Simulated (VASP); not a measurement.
Write the native input for VASP 6.6.1 that does the following.

```
Task                   : relaxation of cell and atoms
Functional             : PBE
Potentials or basis    : VASP PAW PBE potentials, release 64 (Zn, Se)
Cutoff                 : 600 eV
k mesh                 : 8 × 8 × 8
Occupations            : gaussian, width 0.01 eV
Spin                   : no spin polarisation
Target pressure        : 6 GPa
Dipole correction      : no
Further INCAR settings : ALGO = Normal; EDIFF = 1e-07; IBRION = 2; EDIFFG = -0.001; NSW = 80; ISIF = 3
```

The structure of ZnSe lies in POSCAR:

```
ZnSe
1.0
    0.0000000000      2.8663043628      2.8663043628
    2.8663043628      0.0000000000      2.8663043628
    2.8663043628      2.8663043628      0.0000000000
Zn Se
1 1
Direct
    0.0000000000      0.0000000000      0.0000000000
    0.7500000000      0.7500000000      0.7500000000
```

The input as run:

INCAR

```
SYSTEM = ZnSe
ALGO = Normal
EDIFF = 1E-7
EDIFFG = -0.001
ENCUT = 600
GGA = PE
IBRION = 2
ISIF = 3
ISMEAR = 0
LASPH = .True.
LCHARG = .False.
LREAL = .False.
LWAVE = .False.
NELM = 60
NSW = 80
PREC = Accurate
PSTRESS = 60.0
SIGMA = 0.01
```

KPOINTS

```
k-points
0
Gamma
  8 8 8
  0 0 0
```

Potentials or basis: VASP PAW PBE potentials, release 64 (Zn, Se).

The run is started by

```sh
$ cat potpaw_PBE.64/Zn/POTCAR potpaw_PBE.64/Se/POTCAR > POTCAR
$ mpirun -np 1 vasp_std > vasp.out
```

Results of the run:

The relaxed volume is 21.66 Å³/atom and the relaxed cell is a = 3.942 Å, b = 3.942 Å, c = 3.942 Å, α = 60.00°, β = 60.00°, γ = 60.00°. The space group after relaxing (to 0.1 Å) is F-43m (No. 216), the energy change on relaxing (the run minimises the enthalpy) is +33.9 meV/atom and the ionic steps are 3. The pressure after relaxing is 6.0 GPa and the band gap on the k mesh is 1.49 eV.

Caveat: the cell is relaxed towards a set pressure, so the run minimises the enthalpy, not the energy.

It used 42 s of CPU time on 1 thread of Intel Xeon 6455B, with other jobs on the host.
